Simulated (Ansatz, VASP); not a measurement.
# Ba in VASP and in Ansatz

INCAR

```
SYSTEM = Ba
PREC     = Accurate       ! precision mode
ENCUT    = 520            ! plane-wave cutoff, eV
EDIFF    = 1E-7           ! SCF threshold, eV
ISMEAR   = -1             ! smearing method
SIGMA    = 0.05           ! smearing width, eV
LREAL    = .FALSE.        ! projectors in reciprocal space
LASPH    = .TRUE.         ! aspherical terms in the spheres
NELM     = 100            ! most SCF steps
ALGO     = Normal         ! electronic algorithm
ISIF     = 2              ! what is computed and relaxed
LWAVE    = .FALSE.        ! write WAVECAR
LCHARG   = .FALSE.        ! write CHGCAR
GGA      = CA             ! functional
NBANDS   = 11             ! bands
```

KPOINTS

```
Automatic mesh
0
G
  11 11 11
  0 0 0
```

File POSCAR:

```
Ba
1.0
   -2.1709733930      2.1709733930      2.1709733930
    2.1709733930     -2.1709733930      2.1709733930
    2.1709733930      2.1709733930     -2.1709733930
Ba
1
Direct
    0.0000000000      0.0000000000      0.0000000000
```

Input for Ansatz:

```yaml
crystal:
  lattice:
    - [-2.170973393, 2.170973393, 2.170973393]
    - [2.170973393, -2.170973393, 2.170973393]
    - [2.170973393, 2.170973393, -2.170973393]
  atoms:
    - { symbol: Ba, position: [0.0, 0.0, 0.0] }
kpoints:
  mp_grid: { grid: [11, 11, 11] }
scf:
  occupations: { method: fermi_dirac, width: 0.05 }
hamiltonian:
  xc: lda
  pseudopotentials: { kind: all_electron, lapw: { basis_error: 0.001 } }
output:
  forces: true
  stress: true
  eigenvalues: true
  populations: true
```

Change from the starting cell: volume scaled by 0.76, LAPW.

Alike in both runs: task single point; functional LDA; k mesh 11 × 11 × 11; occupations fermi-dirac, width 0.05 eV; no spin polarisation.

|  | VASP | Ansatz |
| --- | --- | --- |
| version | VASP 6.6.1 | Ansatz 0.2.0 |
| potentials or method | VASP PAW LDA potentials, release 64 (Ba_sv), cutoff 520 eV | all-electron LAPW, scalar-relativistic |

|  | VASP | Ansatz | Ansatz less VASP |
| --- | --- | --- | --- |
| pressure (GPa) | 4.3 | 3.9 | -0.47 |

LDA's correlation is that of Perdew and Zunger in VASP and of Perdew and Wang (1992) in Ansatz. Ansatz ran all-electron here, and VASP with PAW potentials.

Spin-orbit coupling is off throughout.
